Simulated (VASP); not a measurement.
# SiCN (Pnma) in VASP: notebook

The runs below take SiCN through single point, relaxation of cell and atoms, with PBE.

All numbers are computed with VASP 6.6.1; they aren't measurements. Logs are shortened: lines on timing, memory, paths and dates and some standing lists are left out, and cuts for length are marked.

**1. The cell of the first run**

Symmetry: Pnma, No. 62, orthorhombic system. The conventional cell has a = 5.199 Å, b = 2.547 Å, c = 6.184 Å, α = 90.00°, β = 90.00°, γ = 90.00°. Si (site symmetry m) has 3 C at 1.53 to 1.75 Å and 2 N at 1.89 Å within 2.0 Å. C (site symmetry m) has 3 Si at 1.53 to 1.75 Å within 2.0 Å. N (site symmetry m) has 4 Si at 1.89 to 2.31 Å and 6 C at 2.21 to 2.56 Å and 4 N at 2.52 to 2.55 Å within 2.6 Å.

**2. Single point, PBE**

INCAR

```
SYSTEM = SiCN
ALGO = Normal
EDIFF = 1E-6
ENCUT = 520
GGA = PE
ISIF = 2
ISMEAR = 0
LASPH = .TRUE.
LCHARG = .TRUE.
LELF = .TRUE.
LREAL = .FALSE.
LVHAR = .TRUE.
LWAVE = .FALSE.
NBANDS = 38
NELM = 60
PREC = Accurate
SIGMA = 0.1
```

KPOINTS

```
k-points
0
G
  4 8 4
  0 0 0
```

POSCAR

```
SiCN
1.0
    5.1986177381      0.0000000000      0.0000000000
    0.0000000000      2.5472614594      0.0000000000
    0.0000000000      0.0000000000      6.1844569086
Si C N
4 4 4
Direct
    0.1180000000      0.2500000000      0.8700000000
    0.8820000000      0.7500000000      0.1300000000
    0.6180000000      0.2500000000      0.6300000000
    0.3820000000      0.7500000000      0.3700000000
    0.8350000000      0.2500000000      0.9400000000
    0.1650000000      0.7500000000      0.0600000000
    0.3350000000      0.2500000000      0.5600000000
    0.6650000000      0.7500000000      0.4400000000
    0.5150000000      0.2500000000      0.1750000000
    0.4850000000      0.7500000000      0.8250000000
    0.0150000000      0.2500000000      0.3250000000
    0.9850000000      0.7500000000      0.6750000000
```

Potentials or basis: VASP PAW PBE potentials, release 64 (Si, C, N).

Started as:

```bash
cat potpaw_PBE.64/Si/POTCAR potpaw_PBE.64/C/POTCAR potpaw_PBE.64/N/POTCAR > POTCAR
mpirun -np 1 vasp_std > vasp.out
```

OUTCAR:

```text
SYSTEM = SiCN
   EDIFF = 1E-6
   ENCUT = 520
   GGA = PE
   ISIF = 2
   ISMEAR = 0
   LASPH = .TRUE.
   LREAL = .FALSE.
   NELM = 60
   PREC = Accurate

 ion  position               nearest neighbor table
   1  0.118  0.250  0.870-   5 1.53   6 1.75   6 1.75  12 1.89  12 1.89   7 2.22  10 2.31  10 2.31
                             2 2.39   2 2.39   3 2.99   3 2.99
   2  0.882  0.750  0.130-   6 1.53   5 1.75   5 1.75  11 1.89  11 1.89   8 2.22   9 2.31   9 2.31
                             1 2.39   1 2.39   4 2.99   4 2.99
   3  0.618  0.250  0.630-   7 1.53   8 1.75   8 1.75  10 1.89  10 1.89   5 2.22  12 2.31  12 2.31
                             4 2.39   4 2.39   1 2.99   1 2.99
   4  0.382  0.750  0.370-   8 1.53   7 1.75   7 1.75   9 1.89   9 1.89   6 2.22  11 2.31  11 2.31
                             3 2.39   3 2.39   2 2.99   2 2.99
   5  0.835  0.250  0.940-   1 1.53   2 1.75   2 1.75   3 2.22
   6  0.165  0.750  0.060-   2 1.53   1 1.75   1 1.75   4 2.22
   7  0.335  0.250  0.560-   3 1.53   4 1.75   4 1.75   1 2.22
   8  0.665  0.750  0.440-   4 1.53   3 1.75   3 1.75   2 2.22
   9  0.515  0.250  0.175-   4 1.89   4 1.89   2 2.31   2 2.31
  10  0.485  0.750  0.825-   3 1.89   3 1.89   1 2.31   1 2.31
  11  0.015  0.250  0.325-   2 1.89   2 1.89   4 2.31   4 2.31
  12  0.985  0.750  0.675-   1 1.89   1 1.89   3 2.31   3 2.31

  LATTYP: Found a simple orthorhombic cell.
 ALAT       =     2.5472614594
 B/A-ratio  =     2.0408653846
 C/A-ratio  =     2.4278846154

  Lattice vectors:

 A1 = (   0.0000000000,  -2.5472614594,   0.0000000000)
 A2 = (   5.1986177381,   0.0000000000,   0.0000000000)
 A3 = (   0.0000000000,   0.0000000000,   6.1844569086)

Analysis of symmetry for initial positions (statically):
=====================================================================
 Subroutine PRICEL returns:
 Original cell was already a primitive cell.

 Routine SETGRP: Setting up the symmetry group for a
 simple orthorhombic supercell.

 Subroutine GETGRP returns: Found  8 space group operations
 (whereof  2 operations were pure point group operations)
 out of a pool of  8 trial point group operations.

The static configuration has the point symmetry S_2 .
 The point group associated with its full space group is D_2h.

Analysis of symmetry for dynamics (positions and initial velocities):
=====================================================================
 Subroutine PRICEL returns:
 Original cell was already a primitive cell.

 Routine SETGRP: Setting up the symmetry group for a
 simple orthorhombic supercell.

 Subroutine GETGRP returns: Found  8 space group operations
 (whereof  2 operations were pure point group operations)
 out of a pool of  8 trial point group operations.

The dynamic configuration has the point symmetry S_2 .
 The point group associated with its full space group is D_2h.

 Subroutine INISYM returns: Found  8 space group operations
 (whereof  2 operations are pure point group operations),
 and found     1 'primitive' translations

----------------------------------------------------------------------------------------

                                     Primitive cell

  volume of cell :      81.8961

  direct lattice vectors                    reciprocal lattice vectors
     5.198617738  0.000000000  0.000000000     0.192358825  0.000000000  0.000000000
     0.000000000  2.547261459  0.000000000     0.000000000  0.392578467  0.000000000
     0.000000000  0.000000000  6.184456909     0.000000000  0.000000000  0.161695686

  length of vectors
     5.198617738  2.547261459  6.184456909     0.192358825  0.392578467  0.161695686

  position of ions in fractional coordinates (direct lattice)
     0.118000000  0.250000000  0.870000000
     0.882000000  0.750000000  0.130000000
     0.618000000  0.250000000  0.630000000
     0.382000000  0.750000000  0.370000000
     0.835000000  0.250000000  0.940000000
     0.165000000  0.750000000  0.060000000
     0.335000000  0.250000000  0.560000000
     0.665000000  0.750000000  0.440000000
     0.515000000  0.250000000  0.175000000
     0.485000000  0.750000000  0.825000000
     0.015000000  0.250000000  0.325000000
     0.985000000  0.750000000  0.675000000

  ion indices of the primitive-cell ions
   primitive index   ion index
                 1           1
                 2           2
                 3           3
                 4           4
                 5           5
                 6           6
                 7           7
                 8           8
                 9           9
                10          10
                11          11
                12          12

----------------------------------------------------------------------------------------

 KPOINTS: k-points

Automatic generation of k-mesh.
 Grid dimensions read from file:
 generate k-points for:    4    8    4

 Generating k-lattice:

  Cartesian coordinates                     Fractional coordinates (reciprocal lattice)
     0.048089706  0.000000000  0.000000000     0.250000000  0.000000000  0.000000000
     0.000000000  0.049072308  0.000000000     0.000000000  0.125000000  0.000000000
     0.000000000  0.000000000  0.040423921     0.000000000  0.000000000  0.250000000

  Length of vectors
     0.048089706  0.049072308  0.040423921

  Shift w.r.t. Gamma in fractional coordinates (k-lattice)
     0.000000000  0.000000000  0.000000000

 Subroutine IBZKPT returns following result:
 ===========================================

 Found     45 irreducible k-points:

 Following reciprocal coordinates:
            Coordinates               Weight
  0.000000  0.000000  0.000000      1.000000
  0.250000  0.000000  0.000000      2.000000
  0.500000  0.000000  0.000000      1.000000
  0.000000  0.125000  0.000000      2.000000
  0.250000  0.125000  0.000000      4.000000
  0.500000  0.125000  0.000000      2.000000
[... 16 lines left out ...]
  0.250000  0.250000  0.250000      8.000000
  0.500000  0.250000  0.250000      4.000000
 [... further k-points ...]
   k-points           NKPTS =     45   k-points in BZ     NKDIM =     45   number of bands    NBANDS=     38
   number of dos      NEDOS =    301   number of ions     NIONS =     12
   total plane-waves  NPLWV =  38400
   dimension x,y,z NGX =    40 NGY =   20 NGZ =   48
   dimension x,y,z NGXF=    80 NGYF=   40 NGZF=   96
   ions per type =               4   4   4
   NGX,Y,Z   is equivalent  to a cutoff of  12.79, 13.05, 12.90 a.u.
   NGXF,Y,Z  is equivalent  to a cutoff of  25.58, 26.11, 25.81 a.u.
 SYSTEM =  SiCN
   PREC   = accura    normal or accurate (medium, high low for compatibility)
   ISTART =      0    job   : 0-new  1-cont  2-samecut
   ICHARG =      2    charge: 1-file 2-atom 10-const
   ISPIN  =      1    spin polarized calculation?
   LNONCOLLINEAR =      F non collinear calculations
   LSORBIT =      F    spin-orbit coupling
   LASPH  =      T    aspherical Exc in radial PAW
   ENCUT  =  520.0 eV  38.22 Ry    6.18 a.u.   9.67  4.74 11.50*2*pi/ulx,y,z
   NELM   =     60;   NELMIN=  2; NELMDL= -5     # of ELM steps
   EDIFF  = 0.1E-05   stopping-criterion for ELM
   LREAL  =      F    real-space projection
[... 7 lines left out ...]
   TEBEG  =    0.0;   TEEND  =   0.0 temperature during run
   PSTRESS=    0.0 pullay stress
   NELECT =      52.0000    total number of electrons
   NUPDOWN=      -1.0000    fix difference up-down
   EMIN   =  10.00;   EMAX   =-10.00  energy-range for DOS
   EFERMI =   0.00;   METHOD = LEGACY
   ISMEAR =     0;   SIGMA  =   0.10  broadening in eV -4-tet -1-fermi 0-gaus
   EFERMI_NEDOS =   21; number of points for ismear=-14 and -15
   IALGO  =     38    algorithm
   IMIX   =      4    mixing-type and parameters
     AMIX     =   0.40;   BMIX     =  1.00
     AMIX_MAG =   1.60;   BMIX_MAG =  1.00
  volume/ion in A,a.u.               =       6.82        46.06
  Fermi-wavevector in a.u.,A,eV,Ry     =   1.407089  2.659013 26.938174  1.979900
  Thomas-Fermi vector in A             =   2.529384
   LORBIT       =      0    0 simple, 1 ext, 2 COOP (PROOUT), +10 PAW based schemes
   GGA     = PE    functional components
   LHFCALC =     F    Hartree Fock is set to
   AEXX    =    0.0000 exact exchange contribution
   IVDW    =     0    specifies the selected vdW correction
   LEPSILON=     F    determine dielectric tensor
   LRPA    =     F    only Hartree local field effects (RPA)
 non-spin polarized calculation
 Gauss-broadening in eV      SIGMA  =   0.10
  energy-cutoff  :      520.00
  volume of cell :       81.90
 maximum number of plane-waves:      2222
 NGX is ok and might be reduce to    40
   NGX = 19   NGY =  9   NGZ = 23

 number of electron      52.0000003 magnetization

 Free energy of the ion-electron system (eV)
  ---------------------------------------------------
  ext. energy  EPLUGINS =         0.00000000
  ---------------------------------------------------
  free energy    TOTEN  =       -55.98441888 eV

  energy without entropy =      -55.96190728  energy(sigma->0) =      -55.97316308

 E-fermi :  11.9228     XC(G=0): -13.2812

 val. band max:       11.9089118719   @ k =   0.0000   0.0000   0.5000
 cond. band min:      11.9282047080   @ k =   0.2500   0.0000   0.5000
 fundamental gap:      0.0192928361
 Fermi energy:        11.9228219894

 k-point     1 :       0.0000    0.0000    0.0000
  band No.  band energies     occupation
      1      -9.3393      2.00000
      2      -7.2963      2.00000
      3      -6.2912      2.00000
      4      -4.2831      2.00000
      5      -3.9036      2.00000
      6      -2.5290      2.00000
[... 30 lines left out ...]
     37      20.9755      0.00000
     38      21.4156      0.00000

 k-point     2 :       0.2500    0.0000    0.0000
  band No.  band energies     occupation
      1      -9.1033      2.00000
      2      -7.6574      2.00000
      3      -6.0464      2.00000
      4      -4.5534      2.00000
      5      -4.4134      2.00000
      6      -3.2575      2.00000
[... 894 lines left out ...]
 k-point    24 :       0.5000    0.2500    0.2500
  band No.  band energies     occupation
      1      -7.1807      2.00000
      2      -7.1807      2.00000
      3      -4.9605      2.00000
      4      -4.9605      2.00000
      5      -2.3943      2.00000
      6      -2.3943      2.00000
[... 30 lines left out ...]
     37      22.6754      0.00000
     38      22.6754      0.00000

 [... further k-points ...]
[... 5 lines left out ...]
  --------------------------------------------------------------------------------------
  -------------------------------------------------------------------------------------
  Total       94.6088868     51.4651411     43.1067365     -0.0000000      0.0000000      0.0000000
  in kB     1850.8854349   1006.8407237    843.3206799     -0.0000000      0.0000000      0.0000000
  external PRESSURE =    1233.6822795 kB  Pullay stress =       0.0000000 kB

 VOLUME and BASIS-vectors are now :
 -----------------------------------------------------------------------------
  energy-cutoff  :      520.00
  volume of cell :       81.90
      direct lattice vectors                 reciprocal lattice vectors
     5.198617738  0.000000000  0.000000000     0.192358825  0.000000000  0.000000000
     0.000000000  2.547261459  0.000000000     0.000000000  0.392578467  0.000000000
     0.000000000  0.000000000  6.184456909     0.000000000  0.000000000  0.161695686

 POSITION                                       TOTAL-FORCE (eV/Angst)
 -----------------------------------------------------------------------------------
      0.61344      0.63682      5.38048        11.853206      0.000000     -9.691066
      4.58518      1.91045      0.80398       -11.853206     -0.000000      9.691066
      3.21275      0.63682      3.89621        11.853206      0.000000      9.691066
      1.98587      1.91045      2.28825       -11.853206     -0.000000     -9.691066
      4.34085      0.63682      5.81339       -13.914587      0.000000     -0.978685
      0.85777      1.91045      0.37107        13.914587      0.000000      0.978685
      1.74154      0.63682      3.46330       -13.914587      0.000000      0.978685
      3.45708      1.91045      2.72116        13.914587      0.000000     -0.978685
      2.67729      0.63682      1.08228        -2.084713      0.000000      1.031068
      2.52133      1.91045      5.10218         2.084713      0.000000     -1.031068
      0.07798      0.63682      2.00995        -2.084713     -0.000000     -1.031068
      5.12064      1.91045      4.17451         2.084713      0.000000      1.031068
 -----------------------------------------------------------------------------------
    total drift:                               -0.000000      0.000000     -0.000000

  FREE ENERGIE OF THE ION-ELECTRON SYSTEM (eV)
  ---------------------------------------------------
  free  energy   TOTEN  =       -55.9844188786 eV

  energy  without entropy=      -55.9619072833  energy(sigma->0) =      -55.97316308
```

Wall time 2.1 min (1 thread of Intel Xeon 8259CL, shared host); peak memory 0.25 GiB.

Results:

```
Free energy            : -55.9844 eV
Pressure               : 123.4 GPa
Largest force          : 15.311 eV/Å
Band gap on the k mesh : zero (bands 26 and 27 overlap by 1.74 eV)
```

Forces in eV/Å, atoms in the order of the input:
```
Si   11.853   0.000  -9.691
Si  -11.853   0.000   9.691
Si   11.853   0.000   9.691
Si  -11.853   0.000  -9.691
C   -13.915   0.000  -0.979
C    13.915   0.000   0.979
C   -13.915   0.000   0.979
C    13.915   0.000  -0.979
N    -2.085   0.000   1.031
N     2.085   0.000  -1.031
N    -2.085   0.000  -1.031
N     2.085   0.000   1.031
```

Stress tensor (GPa, compression positive):
```
185.09   0.00   0.00
  0.00 100.68   0.00
  0.00   0.00  84.33
```

Caveat: the stress differs along the axes, from 84 to 185 GPa; forces of over 1 eV/Å act on the atoms, so gaps and moduli don't describe the material at rest.

**3. Relaxation of cell and atoms, PBE**

INCAR

```
  PREC = Accurate
  ENCUT = 600
  EDIFF = 1E-6
  ISMEAR = 0
  SIGMA = 0.1
  LREAL = False
  LASPH = True
  NELM = 100
  ALGO = Normal
  ISIF = 3
  LWAVE = False
  LCHARG = False
  GGA = PE
  IBRION = 2
  NSW = 90
  EDIFFG = -0.04
```

KPOINTS

```
regular mesh
0
Gamma
  4 6 4
```

POSCAR is that of step 2.

Potentials or basis: VASP PAW PBE potentials, release 64 (Si, C, N).

Started as:

```bash
cat potpaw_PBE.64/Si/POTCAR potpaw_PBE.64/C/POTCAR potpaw_PBE.64/N/POTCAR > POTCAR
mpirun -np 1 vasp_std > vasp.out
```

Wall time 63 min (1 thread of Intel Xeon 8259CL, shared host); peak memory 0.26 GiB.

Results (log left out):

* Free energy: -90.3643 eV
* Relaxed volume: 8.14 Å³/atom
* Relaxed cell: a = 7.440 Å, b = 2.774 Å, c = 4.734 Å, α = 90.00°, β = 90.00°, γ = 90.00°
* Space group after relaxing (to 0.1 Å): Pnma (No. 62)
* Energy gained by relaxing: 2875.0 meV/atom
* Ionic steps: 51
* Pressure after relaxing: -0.1 GPa
* Largest force after relaxing: 0.010 eV/Å
* Band gap on the k mesh: zero (bands 26 and 27 overlap by 3.10 eV)

Forces in eV/Å, atoms in the order of the input:
```
Si   0.006  0.000 -0.006
Si  -0.006  0.000  0.006
Si   0.006  0.000  0.006
Si  -0.006  0.000 -0.006
C    0.006  0.000  0.002
C   -0.006  0.000 -0.002
C    0.006  0.000 -0.002
C   -0.006  0.000  0.002
N   -0.010  0.000 -0.004
N    0.010  0.000  0.004
N   -0.010  0.000  0.004
N    0.010  0.000 -0.004
```

Stress tensor (GPa, compression positive):
```
-0.13  0.00  0.00
 0.00 -0.07  0.00
 0.00  0.00  0.01
```

The path:
```
step  energy change (eV)  largest force (eV/Å)  pressure (GPa)  volume (Å³)
   1              0.0000               15.3307          123.03        81.90
   3             -7.2894                6.4395          -16.70       145.47
   5            -15.1336                2.5177           -4.91       105.82
   7            -15.2353                2.4766            0.07       102.41
   9            -17.1068                1.9963            4.78       104.36
  11            -18.4743                1.6857            2.58       110.77
  13            -21.0900                1.8620          -20.48       126.98
  15            -22.1845                2.1132          -13.33       120.53
  17            -24.6636                5.3137           -6.69       110.11
  19            -25.6159                7.9644           16.26        98.51
  21            -28.4134                5.1236            0.88       101.79
  23            -29.3967                4.7531            6.15        99.91
  25            -32.0671                2.1962           -4.37       102.57
  27            -32.7019                2.4091           -7.11       104.70
  29            -33.0743                1.0855            0.74       103.09
  31            -33.4543                0.8928           -1.32       102.62
  33            -33.5357                1.3524           -1.88       102.29
  35            -33.9300                1.3662           -2.27       100.02
  37            -34.0621                1.6067           -0.61        98.60
  39            -34.2692                0.9452            2.02        97.29
  41            -34.4030                0.4368            0.01        97.74
  43            -34.4125                1.0748            0.25        97.76
  45            -34.4880                0.4560           -1.05        97.77
  47            -34.4975                0.0618            0.56        97.47
  49            -34.4988                0.0490            0.04        97.65
  51            -34.4997                0.0103           -0.07        97.72
```

Final structure:
```yaml
crystal:
  lattice:
    - [7.44003, 0.00000, 0.00000]
    - [0.00000, 2.77445, 0.00000]
    - [0.00000, 0.00000, 4.73421]
  atoms:
    - { symbol: Si, position: [0.12769, 0.25000, 0.81481] }
    - { symbol: Si, position: [0.87231, 0.75000, 0.18519] }
    - { symbol: Si, position: [0.62769, 0.25000, 0.68519] }
    - { symbol: Si, position: [0.37231, 0.75000, 0.31481] }
    - { symbol: C, position: [0.68550, 0.25000, 0.08738] }
    - { symbol: C, position: [0.31450, 0.75000, 0.91262] }
    - { symbol: C, position: [0.18550, 0.25000, 0.41262] }
    - { symbol: C, position: [0.81450, 0.75000, 0.58738] }
    - { symbol: N, position: [0.55113, 0.25000, 0.28898] }
    - { symbol: N, position: [0.44887, 0.75000, 0.71102] }
    - { symbol: N, position: [0.05113, 0.25000, 0.21102] }
    - { symbol: N, position: [0.94887, 0.75000, 0.78898] }
```

Levels at points of the mesh, in eV from the Fermi level:
| k point | band 22 | band 23 | band 24 | band 25 | band 26 | band 27 | band 28 | band 29 | band 30 | band 31 |
| --- | --- | --- | --- | --- | --- | --- | --- | --- | --- | --- |
| (0.00, 0.00, 0.00) | -1.71 | -1.01 | 0.26 | 0.51 | 1.34 | 1.70 | 2.30 | 4.36 | 4.49 | 5.58 |
| (0.50, 0.00, 0.00) | -3.04 | 0.18 | 0.18 | 1.02 | 1.02 | 1.82 | 1.82 | 4.78 | 4.78 | 5.82 |
| (0.00, 0.50, 0.00) | -3.79 | -3.23 | -3.23 | -2.67 | -2.67 | 0.71 | 0.71 | 4.32 | 4.32 | 5.30 |
| (0.50, 0.50, 0.00) | -3.87 | -3.87 | -3.87 | -1.08 | -1.08 | -1.08 | -1.08 | 5.22 | 5.22 | 5.22 |
| (0.00, 0.00, 0.50) | -3.24 | -1.18 | -1.18 | 0.58 | 0.58 | 2.32 | 2.32 | 4.93 | 4.93 | 5.53 |
| (0.50, 0.00, 0.50) | -3.72 | -2.16 | -2.16 | 0.92 | 0.92 | 1.95 | 1.95 | 5.10 | 5.10 | 6.35 |
| (0.00, 0.50, 0.50) | -3.39 | -2.67 | -2.67 | -2.08 | -2.08 | -0.71 | -0.71 | 3.71 | 3.71 | 5.55 |
| (0.50, 0.50, 0.50) | -2.98 | -2.98 | -2.98 | -1.62 | -1.62 | -1.62 | -1.62 | 5.13 | 5.13 | 5.13 |

Caveat: the k points lie up to 0.38 Å⁻¹ apart in the final cell, too coarse for converged energies and pressures of a metal; the volume moved by over 15 % at a fixed basis, so the end points are rough.

The gap in the log of VASP goes by the Fermi energy; the results here count the filled bands.